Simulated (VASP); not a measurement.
# La (P6_3/mmc) in VASP: a series of runs

La is run at these levels: LDA; tasks: single point.

Everything below comes from runs of VASP 6.6.1. Logs are shortened: lines on timing, memory, paths and dates and some standing lists are left out, and cuts for length are marked.

## 1. The cell of the first run

It takes space group P6_3/mmc (No. 194, hexagonal). Conventional cell: a = 3.529 Å, b = 3.529 Å, c = 5.862 Å, α = 90.00°, β = 90.00°, γ = 120.00°. La (site symmetry -6m2) has 12 La at 3.53 to 3.57 Å within 4.6 Å.

## 2. Single point, LDA

INCAR reads:

```
SYSTEM = La
ALGO = Normal
EDIFF = 1E-6
ENCUT = 520
ISIF = 2
ISMEAR = -1
LASPH = .True.
LCHARG = .False.
LREAL = .False.
LWAVE = .False.
NBANDS = 18
NELM = 60
PREC = Accurate
SIGMA = 0.1
```

KPOINTS reads:

```
k-points
0
Gamma
  14 14 8
  0 0 0
```

POSCAR reads:

```
La
1.0
    3.5293853895      0.0000000000      0.0000000000
   -1.7646926947      3.0565374070      0.0000000000
    0.0000000000      0.0000000000      5.8624496836
La
2
Direct
    0.3333333333      0.6666666667      0.2500000000
    0.6666666667      0.3333333333      0.7500000000
```

Potentials or basis: VASP PAW LDA potentials, release 64 (La).

Launch:

```bash
$ cat potpaw_LDA.64/La/POTCAR > POTCAR
$ mpirun -np 1 vasp_std > vasp.out
```

OUTCAR:

```text
SYSTEM = La
   EDIFF = 1E-6
   ENCUT = 520
   ISIF = 2
   ISMEAR = -1
   LASPH = .True.
   LREAL = .False.
   NELM = 60
   PREC = Accurate

 ion  position               nearest neighbor table
   1  0.333  0.667  0.250-   2 3.57   2 3.57   2 3.57   2 3.57   2 3.57   2 3.57
   2  0.667  0.333  0.750-   1 3.57   1 3.57   1 3.57   1 3.57   1 3.57   1 3.57

  LATTYP: Found a hexagonal cell.
 ALAT       =     3.5293853895
 C/A-ratio  =     1.6610398233

  Lattice vectors:

 A1 = (   3.5293853895,   0.0000000000,   0.0000000000)
 A2 = (  -1.7646926947,   3.0565374070,   0.0000000000)
 A3 = (   0.0000000000,   0.0000000000,   5.8624496836)

Analysis of symmetry for initial positions (statically):
=====================================================================
 Subroutine PRICEL returns:
 Original cell was already a primitive cell.

 Routine SETGRP: Setting up the symmetry group for a
 hexagonal supercell.

 Subroutine GETGRP returns: Found 24 space group operations
 (whereof 12 operations were pure point group operations)
 out of a pool of 24 trial point group operations.

The static configuration has the point symmetry D_3d.
 The point group associated with its full space group is D_6h.

Analysis of symmetry for dynamics (positions and initial velocities):
=====================================================================
 Subroutine PRICEL returns:
 Original cell was already a primitive cell.

 Routine SETGRP: Setting up the symmetry group for a
 hexagonal supercell.

 Subroutine GETGRP returns: Found 24 space group operations
 (whereof 12 operations were pure point group operations)
 out of a pool of 24 trial point group operations.

The dynamic configuration has the point symmetry D_3d.
 The point group associated with its full space group is D_6h.

 Subroutine INISYM returns: Found 24 space group operations
 (whereof 12 operations are pure point group operations),
 and found     1 'primitive' translations

----------------------------------------------------------------------------------------

                                     Primitive cell

  volume of cell :      63.2423

  direct lattice vectors                    reciprocal lattice vectors
     3.529385389  0.000000000  0.000000000     0.283335451  0.163583799  0.000000000
    -1.764692695  3.056537407  0.000000000     0.000000000  0.327167597  0.000000000
     0.000000000  0.000000000  5.862449684     0.000000000  0.000000000  0.170577157

  length of vectors
     3.529385389  3.529385389  5.862449684     0.327167597  0.327167597  0.170577157

  position of ions in fractional coordinates (direct lattice)
     0.333333333  0.666666667  0.250000000
     0.666666667  0.333333333  0.750000000

  ion indices of the primitive-cell ions
   primitive index   ion index
                 1           1
                 2           2

----------------------------------------------------------------------------------------

 KPOINTS: k-points

Automatic generation of k-mesh.
 Grid dimensions read from file:
 generate k-points for:   14   14    8

 Generating k-lattice:

  Cartesian coordinates                     Fractional coordinates (reciprocal lattice)
     0.020238246  0.011684557  0.000000000     0.071428571 -0.000000000  0.000000000
     0.000000000  0.023369114  0.000000000     0.000000000  0.071428571  0.000000000
     0.000000000  0.000000000  0.021322145     0.000000000  0.000000000  0.125000000

  Length of vectors
     0.023369114  0.023369114  0.021322145

  Shift w.r.t. Gamma in fractional coordinates (k-lattice)
     0.000000000  0.000000000  0.000000000

 Subroutine IBZKPT returns following result:
 ===========================================

 Found    120 irreducible k-points:

 Following reciprocal coordinates:
            Coordinates               Weight
  0.000000  0.000000  0.000000      1.000000
  0.071429  0.000000  0.000000      6.000000
  0.142857 -0.000000  0.000000      6.000000
  0.214286  0.000000  0.000000      6.000000
  0.285714 -0.000000  0.000000      6.000000
  0.357143 -0.000000  0.000000      6.000000
[... 16 lines left out ...]
  0.285714  0.285714  0.000000      6.000000
  0.357143  0.285714  0.000000      6.000000
 [... further k-points ...]
   k-points           NKPTS =    120   k-points in BZ     NKDIM =    120   number of bands    NBANDS=     18
   number of dos      NEDOS =    301   number of ions     NIONS =      2
   total plane-waves  NPLWV =  37632
   dimension x,y,z NGX =    28 NGY =   28 NGZ =   48
   dimension x,y,z NGXF=    56 NGYF=   56 NGZF=   96
   ions per type =               2
   NGX,Y,Z   is equivalent  to a cutoff of  13.19, 13.19, 13.61 a.u.
   NGXF,Y,Z  is equivalent  to a cutoff of  26.38, 26.38, 27.22 a.u.
 SYSTEM =  La
   PREC   = accura    normal or accurate (medium, high low for compatibility)
   ISTART =      0    job   : 0-new  1-cont  2-samecut
   ICHARG =      2    charge: 1-file 2-atom 10-const
   ISPIN  =      1    spin polarized calculation?
   LNONCOLLINEAR =      F non collinear calculations
   LSORBIT =      F    spin-orbit coupling
   LASPH  =      T    aspherical Exc in radial PAW
   ENCUT  =  520.0 eV  38.22 Ry    6.18 a.u.   6.56  6.56 10.90*2*pi/ulx,y,z
   NELM   =     60;   NELMIN=  2; NELMDL= -5     # of ELM steps
   EDIFF  = 0.1E-05   stopping-criterion for ELM
   LREAL  =      F    real-space projection
   EDIFFG = 0.1E-04   stopping-criterion for IOM
   NSW    =      0    number of steps for IOM
   IBRION =     -1    ionic relax: 0-MD 1-quasi-New 2-CG
   NFREE  =      0    steps in history (QN), initial steepest desc. (CG)
   ISIF   =      2    stress and relaxation
   ISYM   =      2    0-nonsym 1-usesym 2-fastsym
   POTIM  = 0.5000    time-step for ionic-motion
   TEBEG  =    0.0;   TEEND  =   0.0 temperature during run
   PSTRESS=    0.0 pullay stress
   NELECT =      22.0000    total number of electrons
   NUPDOWN=      -1.0000    fix difference up-down
   EMIN   =  10.00;   EMAX   =-10.00  energy-range for DOS
   EFERMI =   0.00;   METHOD = LEGACY
   ISMEAR =    -1;   SIGMA  =   0.10  broadening in eV -4-tet -1-fermi 0-gaus
   EFERMI_NEDOS =   21; number of points for ismear=-14 and -15
   IALGO  =     38    algorithm
   IMIX   =      4    mixing-type and parameters
     AMIX     =   0.40;   BMIX     =  1.00
     AMIX_MAG =   1.60;   BMIX_MAG =  1.00
  volume/ion in A,a.u.               =      31.62       213.39
  Fermi-wavevector in a.u.,A,eV,Ry     =   1.151365  2.175765 18.036451  1.325642
  Thomas-Fermi vector in A             =   2.288023
   LORBIT       =      0    0 simple, 1 ext, 2 COOP (PROOUT), +10 PAW based schemes
   GGA     = CA    functional components
   LHFCALC =     F    Hartree Fock is set to
   AEXX    =    0.0000 exact exchange contribution
   IVDW    =     0    specifies the selected vdW correction
   LEPSILON=     F    determine dielectric tensor
   LRPA    =     F    only Hartree local field effects (RPA)
 non-spin polarized calculation
  energy-cutoff  :      520.00
  volume of cell :       63.24
 maximum number of plane-waves:      1738
 NGX is ok and might be reduce to    28
   NGX = 13   NGY = 13   NGZ = 21

 number of electron      22.0000002 magnetization

 Free energy of the ion-electron system (eV)
  ---------------------------------------------------
  ext. energy  EPLUGINS =         0.00000000
  ---------------------------------------------------
  free energy    TOTEN  =       -11.13605494 eV

  energy without entropy =      -11.02408820  energy(sigma->0) =      -11.08007157

 E-fermi :   9.2910     XC(G=0): -10.4335

 val. band max:        9.2876579631   @ k =   0.2143   0.0714   0.5000
 cond. band min:       9.2954727147   @ k =   0.3571   0.2143   0.2500
 fundamental gap:      0.0078147516
 Fermi energy:         9.2910241924

 k-point     1 :       0.0000    0.0000    0.0000
  band No.  band energies     occupation
      1     -23.2922      2.00000
      2     -22.9457      2.00000
      3      -8.0231      2.00000
      4      -6.0970      2.00000
      5      -6.0970      2.00000
      6      -5.8899      2.00000
[... 10 lines left out ...]
     17      11.1583      0.00000
     18      11.2432      0.00000

 k-point     2 :       0.0714    0.0000    0.0000
  band No.  band energies     occupation
      1     -23.2763      2.00000
      2     -22.9369      2.00000
      3      -7.9902      2.00000
      4      -6.1986      2.00000
      5      -6.1271      2.00000
      6      -5.9441      2.00000
[... 10 lines left out ...]
     17      11.1767      0.00000
     18      11.2450      0.00000

 k-point     3 :       0.1429   -0.0000    0.0000
  band No.  band energies     occupation
      1     -23.2309      2.00000
      2     -22.9123      2.00000
      3      -7.8943      2.00000
      4      -6.4755      2.00000
      5      -6.2179      2.00000
      6      -6.2075      2.00000
[... 10 lines left out ...]
     17      11.0952      0.00000
     18      11.2304      0.00000

 k-point     4 :       0.2143    0.0000    0.0000
  band No.  band energies     occupation
      1     -23.1627      2.00000
      2     -22.8780      2.00000
      3      -7.7435      2.00000
      4      -6.8571      2.00000
      5      -6.5849      2.00000
      6      -6.3163      2.00000
[... 375 lines left out ...]
      4      -7.3808      2.00000
      5      -7.0176      2.00000
      6      -6.9336      2.00000
[... 10 lines left out ...]
     17      11.2312      0.00000
     18      11.3820      0.00000

 k-point    23 :       0.2857    0.2857    0.0000
  band No.  band energies     occupation
      1     -22.8685      2.00000
      2     -22.8026      2.00000
      3      -7.5878      2.00000
      4      -7.3672      2.00000
      5      -7.0693      2.00000
      6      -6.9089      2.00000
[... 10 lines left out ...]
     17      11.2159      0.00000
     18      11.3955      0.00000

 k-point    24 :       0.3571    0.2857    0.0000
  band No.  band energies     occupation
      1     -22.8416      2.00000
      2     -22.8127      2.00000
      3      -7.5809      2.00000
      4      -7.2717      2.00000
      5      -7.2212      2.00000
      6      -6.8494      2.00000
[... 10 lines left out ...]
     17      11.1351      0.00000
     18      11.3462      0.00000

 [... further k-points ...]
[... 5 lines left out ...]
  --------------------------------------------------------------------------------------
  -------------------------------------------------------------------------------------
  Total        0.3449291      0.3449291      0.3607596      0.0000000      0.0000000     -0.0000000
  in kB        8.7384104      8.7384104      9.1394599      0.0000000      0.0000000     -0.0000000
  external PRESSURE =       8.8720935 kB  Pullay stress =       0.0000000 kB

 VOLUME and BASIS-vectors are now :
 -----------------------------------------------------------------------------
  energy-cutoff  :      520.00
  volume of cell :       63.24
      direct lattice vectors                 reciprocal lattice vectors
     3.529385389  0.000000000  0.000000000     0.283335451  0.163583799  0.000000000
    -1.764692695  3.056537407  0.000000000     0.000000000  0.327167597  0.000000000
     0.000000000  0.000000000  5.862449684     0.000000000  0.000000000  0.170577157

 POSITION                                       TOTAL-FORCE (eV/Angst)
 -----------------------------------------------------------------------------------
     -0.00000      2.03769      1.46561         0.000000      0.000000      0.000000
      1.76469      1.01885      4.39684        -0.000000     -0.000000      0.000000
 -----------------------------------------------------------------------------------
    total drift:                               -0.000000      0.000000     -0.000000

  FREE ENERGIE OF THE ION-ELECTRON SYSTEM (eV)
  ---------------------------------------------------
  free  energy   TOTEN  =       -11.1360549409 eV

  energy  without entropy=      -11.0240881962  energy(sigma->0) =      -11.08007157
```

It took 95 s on 1 thread of Intel Xeon 6975P-C (Granite Rapids), shared host; peak memory 0.26 GiB.

Results:

* Free energy: -11.1361 eV
* Pressure: 0.9 GPa
* Band gap on the k mesh: zero (band 11 reaches 10.26 eV, above the bottom of band 12 at 8.61 eV)

Caveat: spin-orbit coupling is left out, which moves the levels of the heavy elements.

## 3. Single point, LDA

This run uses another cell than the first one, of 32.76 Å³/atom, 1.036 times its volume.

INCAR reads:

```
PREC = Accurate
ENCUT = 520
EDIFF = 1E-6
ISMEAR = -1
SIGMA = 0.1
LREAL = False
LASPH = True
NELM = 60
ALGO = Normal
ISIF = 2
LWAVE = False
LCHARG = False
NBANDS = 18
```

KPOINTS reads:

```
regular mesh
0
Gamma
  14 14 8
```

POSCAR reads:

```
La
1.0
    3.5759633762      0.0000000000      0.0000000000
   -1.7879816881      3.0968751268      0.0000000000
    0.0000000000      0.0000000000      5.9163538279
La
2
Direct
    0.3333333333      0.6666666667      0.2500000000
    0.6666666667      0.3333333333      0.7500000000
```

Potentials or basis: VASP PAW LDA potentials, release 64 (La).

Launch:

```bash
$ cat potpaw_LDA.64/La/POTCAR > POTCAR
$ mpirun -np 1 vasp_std > vasp.out
```

Wall time 2 min (1 thread of Intel Xeon 6975P-C (Granite Rapids), shared host); peak memory 0.26 GiB.

The run converged. Its results:

| Quantity | Value |
| --- | --- |
| Free energy | -11.1419 eV |
| Pressure | -0.1 GPa |
| Band gap on the k mesh | zero (band 11 reaches 9.89 eV, above the bottom of band 12 at 8.29 eV) |

Levels at points of the mesh, in eV from the Fermi level:
| k point | band 7 | band 8 | band 9 | band 10 | band 11 | band 12 | band 13 | band 14 | band 15 | band 16 |
| --- | --- | --- | --- | --- | --- | --- | --- | --- | --- | --- |
| (0.00, 0.00, 0.00) | -15.27 | -15.27 | -3.04 | -1.85 | 0.98 | 1.44 | 1.44 | 1.53 | 1.61 | 1.79 |
| (0.50, 0.00, 0.00) | -15.76 | -15.54 | -1.88 | -1.37 | -1.19 | 1.41 | 1.41 | 1.47 | 1.48 | 1.93 |
| (0.00, 0.00, 0.50) | -15.39 | -15.39 | -1.71 | -1.71 | 0.68 | 0.68 | 1.52 | 1.52 | 1.52 | 1.54 |
| (0.50, 0.00, 0.50) | -15.76 | -15.76 | -1.87 | -1.87 | -0.61 | -0.61 | 1.65 | 1.65 | 1.90 | 1.90 |

Caveat: spin-orbit coupling is left out, which moves the levels of the heavy elements.
